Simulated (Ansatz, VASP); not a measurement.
One calculation of Nb2Si2O, two programs

```
Nb Si O
1.0
     3.51650    0.00000    0.00000
    -1.75825    3.04538    0.00000
     0.00000    0.00000   13.40539
Nb Si O
4 4 2
Direct
  0.33333 0.66667 0.07693
  0.33333 0.66667 0.57693
  0.66667 0.33333 0.42307
  0.66667 0.33333 0.92307
  0.33333 0.66667 0.29293
  0.33333 0.66667 0.79293
  0.66667 0.33333 0.20707
  0.66667 0.33333 0.70707
  0.00000 0.00000 0.00000
  0.00000 0.00000 0.50000
```

Alike in both runs: task single point; functional PBE; k mesh 6 × 6 × 2; occupations gaussian, width 0.2 eV; no spin polarisation.

```csv
,VASP,Ansatz
version,VASP 6.6.1,Ansatz 0.2.0
potentials or method,"VASP PAW PBE potentials, release 64 (Nb_sv, Si, O), cutoff 520 eV","scalar-relativistic, plane waves, PAW"
valence electrons in the cell,80,80
```

Ansatz gave:

| Property | Result |
| --- | --- |
| gap on the k mesh at the Fermi level (eV) | none |
| pressure (GPa) | -0.2 |
| traceless stress, the component that is largest in VASP (GPa) | 0.18 |
| rms of the force components (eV/Å) | 0.029 |

Question: Estimate VASP's values.

Answer: gap on the k mesh at the Fermi level (eV): none; pressure (GPa): -0.4; traceless stress, the component that is largest in VASP (GPa): 0.17; rms of the force components (eV/Å): 0.030.

Atom by atom the forces differ by 0.002 eV/Å (rms over components). A gap of «none» marks a metal or a gap that the smearing closes.
